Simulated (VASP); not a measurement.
# AgCl (P4/mmm) in VASP: notebook, part 2 of 2

VASP 6.6.1. Earlier steps stand in the parts before.

### 3 Single point, PBE (zz strain of -1 %)

INCAR reads:

```
SYSTEM = AgCl
PREC = Accurate
ENCUT = 520
EDIFF = 1E-6
ISMEAR = -1
SIGMA = 0.01
LREAL = .FALSE.
LASPH = .TRUE.
NELM = 60
ALGO = Normal
ISIF = 2
LWAVE = .FALSE.
LCHARG = .FALSE.
GGA = PE
NBANDS = 16
```

KPOINTS reads:

```
regular mesh
0
G
  9 9 9
  0 0 0
```

POSCAR reads:

```
AgCl
1.0
    3.4339730000      0.0000000000      0.0000000000
    0.0000000000      3.4339730000      0.0000000000
    0.0000000000      0.0000000000      3.3996332700
Ag Cl
1 1
Direct
    0.0000000000      0.0000000000      0.0000000000
    0.5000000000      0.5000000000      0.5000000000
```

Potentials or basis: VASP PAW PBE potentials, release 64 (Ag, Cl).

On the command line:

```
cat potpaw_PBE.64/Ag/POTCAR potpaw_PBE.64/Cl/POTCAR > POTCAR
mpirun -np 1 vasp_std > vasp.out
```

OUTCAR:

```text
SYSTEM = AgCl
   PREC = Accurate
   ENCUT = 520
   EDIFF = 1E-6
   ISMEAR = -1
   LREAL = .FALSE.
   LASPH = .TRUE.
   NELM = 60
   ISIF = 2
   GGA = PE

 ion  position               nearest neighbor table
   1  0.000  0.000  0.000-   2 2.96   2 2.96   2 2.96   2 2.96   2 2.96   2 2.96   2 2.96   2 2.96

   2  0.500  0.500  0.500-   1 2.96   1 2.96   1 2.96   1 2.96   1 2.96   1 2.96   1 2.96   1 2.96

  LATTYP: Found a simple tetragonal cell.
 ALAT       =     3.4339730000
 C/A-ratio  =     0.9900000000

  Lattice vectors:

 A1 = (   3.4339730000,   0.0000000000,   0.0000000000)
 A2 = (   0.0000000000,   3.4339730000,   0.0000000000)
 A3 = (   0.0000000000,   0.0000000000,   3.3996332700)

Analysis of symmetry for initial positions (statically):
=====================================================================
 Subroutine PRICEL returns:
 Original cell was already a primitive cell.

 Routine SETGRP: Setting up the symmetry group for a
 simple tetragonal supercell.

 Subroutine GETGRP returns: Found 16 space group operations
 (whereof 16 operations were pure point group operations)
 out of a pool of 16 trial point group operations.

The static configuration has the point symmetry D_4h.

Analysis of symmetry for dynamics (positions and initial velocities):
=====================================================================
 Subroutine PRICEL returns:
 Original cell was already a primitive cell.

 Routine SETGRP: Setting up the symmetry group for a
 simple tetragonal supercell.

 Subroutine GETGRP returns: Found 16 space group operations
 (whereof 16 operations were pure point group operations)
 out of a pool of 16 trial point group operations.

The dynamic configuration has the point symmetry D_4h.

 Subroutine INISYM returns: Found 16 space group operations
 (whereof 16 operations are pure point group operations),
 and found     1 'primitive' translations

----------------------------------------------------------------------------------------

                                     Primitive cell

  volume of cell :      40.0891

  direct lattice vectors                    reciprocal lattice vectors
     3.433973000  0.000000000  0.000000000     0.291207881  0.000000000  0.000000000
     0.000000000  3.433973000  0.000000000     0.000000000  0.291207881  0.000000000
     0.000000000  0.000000000  3.399633270     0.000000000  0.000000000  0.294149375

  length of vectors
     3.433973000  3.433973000  3.399633270     0.291207881  0.291207881  0.294149375

  position of ions in fractional coordinates (direct lattice)
     0.000000000  0.000000000  0.000000000
     0.500000000  0.500000000  0.500000000

  ion indices of the primitive-cell ions
   primitive index   ion index
                 1           1
                 2           2

----------------------------------------------------------------------------------------

 KPOINTS: regular mesh

Automatic generation of k-mesh.
 Grid dimensions read from file:
 generate k-points for:    9    9    9

 Generating k-lattice:

  Cartesian coordinates                     Fractional coordinates (reciprocal lattice)
     0.032356431  0.000000000  0.000000000     0.111111111  0.000000000  0.000000000
     0.000000000  0.032356431  0.000000000     0.000000000  0.111111111  0.000000000
     0.000000000  0.000000000  0.032683264     0.000000000  0.000000000  0.111111111

  Length of vectors
     0.032356431  0.032356431  0.032683264

  Shift w.r.t. Gamma in fractional coordinates (k-lattice)
     0.000000000  0.000000000  0.000000000

 Subroutine IBZKPT returns following result:
 ===========================================

 Found     75 irreducible k-points:

 Following reciprocal coordinates:
            Coordinates               Weight
  0.000000  0.000000  0.000000      1.000000
  0.111111  0.000000  0.000000      4.000000
  0.222222  0.000000  0.000000      4.000000
  0.333333  0.000000  0.000000      4.000000
  0.444444  0.000000  0.000000      4.000000
  0.111111  0.111111  0.000000      4.000000
[... 16 lines left out ...]
  0.333333  0.111111  0.111111     16.000000
  0.444444  0.111111  0.111111     16.000000
 [... further k-points ...]
   k-points           NKPTS =     75   k-points in BZ     NKDIM =     75   number of bands    NBANDS=     16
   number of dos      NEDOS =    301   number of ions     NIONS =      2
   total plane-waves  NPLWV =  21952
   dimension x,y,z NGX =    28 NGY =   28 NGZ =   28
   dimension x,y,z NGXF=    56 NGYF=   56 NGZF=   56
   ions per type =               1   1
   NGX,Y,Z   is equivalent  to a cutoff of  13.56, 13.56, 13.69 a.u.
   NGXF,Y,Z  is equivalent  to a cutoff of  27.11, 27.11, 27.38 a.u.
 SYSTEM =  AgCl
   PREC   = accura    normal or accurate (medium, high low for compatibility)
   ISTART =      0    job   : 0-new  1-cont  2-samecut
   ICHARG =      2    charge: 1-file 2-atom 10-const
   ISPIN  =      1    spin polarized calculation?
   LNONCOLLINEAR =      F non collinear calculations
   LSORBIT =      F    spin-orbit coupling
   LASPH  =      T    aspherical Exc in radial PAW
   ENCUT  =  520.0 eV  38.22 Ry    6.18 a.u.   6.38  6.38  6.32*2*pi/ulx,y,z
   NELM   =     60;   NELMIN=  2; NELMDL= -5     # of ELM steps
   EDIFF  = 0.1E-05   stopping-criterion for ELM
   LREAL  =      F    real-space projection
   EDIFFG = 0.1E-04   stopping-criterion for IOM
   NSW    =      0    number of steps for IOM
   IBRION =     -1    ionic relax: 0-MD 1-quasi-New 2-CG
   NFREE  =      0    steps in history (QN), initial steepest desc. (CG)
   ISIF   =      2    stress and relaxation
   ISYM   =      2    0-nonsym 1-usesym 2-fastsym
   POTIM  = 0.5000    time-step for ionic-motion
   TEBEG  =    0.0;   TEEND  =   0.0 temperature during run
   PSTRESS=    0.0 pullay stress
   NELECT =      18.0000    total number of electrons
   NUPDOWN=      -1.0000    fix difference up-down
   EMIN   =  10.00;   EMAX   =-10.00  energy-range for DOS
   EFERMI =   0.00;   METHOD = LEGACY
   ISMEAR =    -1;   SIGMA  =   0.01  broadening in eV -4-tet -1-fermi 0-gaus
   EFERMI_NEDOS =   21; number of points for ismear=-14 and -15
   IALGO  =     38    algorithm
   IMIX   =      4    mixing-type and parameters
     AMIX     =   0.40;   BMIX     =  1.00
     AMIX_MAG =   1.60;   BMIX_MAG =  1.00
  volume/ion in A,a.u.               =      20.04       135.27
  Fermi-wavevector in a.u.,A,eV,Ry     =   1.253594  2.368950 21.381542  1.571499
  Thomas-Fermi vector in A             =   2.387440
   LORBIT       =      0    0 simple, 1 ext, 2 COOP (PROOUT), +10 PAW based schemes
   GGA     = PE    functional components
   LHFCALC =     F    Hartree Fock is set to
   AEXX    =    0.0000 exact exchange contribution
   IVDW    =     0    specifies the selected vdW correction
   LEPSILON=     F    determine dielectric tensor
   LRPA    =     F    only Hartree local field effects (RPA)
 non-spin polarized calculation
  energy-cutoff  :      520.00
  volume of cell :       40.09
 maximum number of plane-waves:      1092
 NGX is ok and might be reduce to    28
   NGX = 13   NGY = 13   NGZ = 13

 number of electron      18.0000003 magnetization

 Free energy of the ion-electron system (eV)
  ---------------------------------------------------
  ext. energy  EPLUGINS =         0.00000000
  ---------------------------------------------------
  free energy    TOTEN  =        -5.12166366 eV

  energy without entropy =       -5.12166366  energy(sigma->0) =       -5.12166366

 E-fermi :   4.1987     XC(G=0): -10.4385

 val. band max:        3.9908405235   @ k =   0.4444   0.0000   0.0000
 cond. band min:       4.5859901073   @ k =   0.0000   0.0000   0.0000
 fundamental gap:      0.5951495838
 Fermi energy:         4.1987093732

 k-point     1 :       0.0000    0.0000    0.0000
  band No.  band energies     occupation
      1     -10.6213      2.00000
      2       1.2447      2.00000
      3       1.2631      2.00000
      4       2.2043      2.00000
      5       2.2157      2.00000
      6       2.2157      2.00000
[... 8 lines left out ...]
     15      17.8606      0.00000
     16      20.3567      0.00000
[... 419 lines left out ...]
 k-point    24 :       0.4444    0.1111    0.1111
  band No.  band energies     occupation
      1     -10.0984      2.00000
      2      -0.7812      2.00000
      3       0.9431      2.00000
      4       1.3411      2.00000
      5       1.4927      2.00000
      6       2.1655      2.00000
[... 8 lines left out ...]
     15      18.9720      0.00000
     16      20.8476      0.00000

 [... further k-points ...]

------------------------ aborting loop because EDIFF is reached ----------------------------------------

  FORCE on cell =-STRESS in cart. coord.  units (eV):
  Direction    XX          YY          ZZ          XY          YZ          ZX
  --------------------------------------------------------------------------------------
  -------------------------------------------------------------------------------------
  Total        0.0160782      0.0160782      0.1405238      0.0000000     -0.0000000      0.0000000
  in kB        0.6425737      0.6425737      5.6160984      0.0000000     -0.0000000      0.0000000
  external PRESSURE =       2.3004153 kB  Pullay stress =       0.0000000 kB

 VOLUME and BASIS-vectors are now :
 -----------------------------------------------------------------------------
  energy-cutoff  :      520.00
  volume of cell :       40.09
      direct lattice vectors                 reciprocal lattice vectors
     3.433973000  0.000000000  0.000000000     0.291207881  0.000000000  0.000000000
     0.000000000  3.433973000  0.000000000     0.000000000  0.291207881  0.000000000
     0.000000000  0.000000000  3.399633270     0.000000000  0.000000000  0.294149375

 POSITION                                       TOTAL-FORCE (eV/Angst)
 -----------------------------------------------------------------------------------
      0.00000      0.00000      0.00000         0.000000      0.000000      0.000000
      1.71699      1.71699      1.69982         0.000000      0.000000      0.000000
 -----------------------------------------------------------------------------------
    total drift:                               -0.000000      0.000000      0.000000

  FREE ENERGIE OF THE ION-ELECTRON SYSTEM (eV)
  ---------------------------------------------------
  free  energy   TOTEN  =        -5.1216636566 eV

  energy  without entropy=       -5.1216636566  energy(sigma->0) =       -5.12166366
```

Run time: 59 s. Hardware: 1 thread of Intel Xeon 8259CL, shared host; peak memory 0.19 GiB.

What came out:

| Item | Value |
| --- | --- |
| Free energy | -5.1217 eV |
| Pressure | 0.2 GPa |
| Band gap on the k mesh | 0.60 eV (least direct gap 2.05 eV) |

Stress tensor (GPa, compression positive):
```
0.06 0.00 0.00
0.00 0.06 0.00
0.00 0.00 0.56
```

Caveat: the cell differs from its parent crystal (zz strain of -1 %); an odd mesh through Γ misses points on the zone boundary, where band edges can lie.
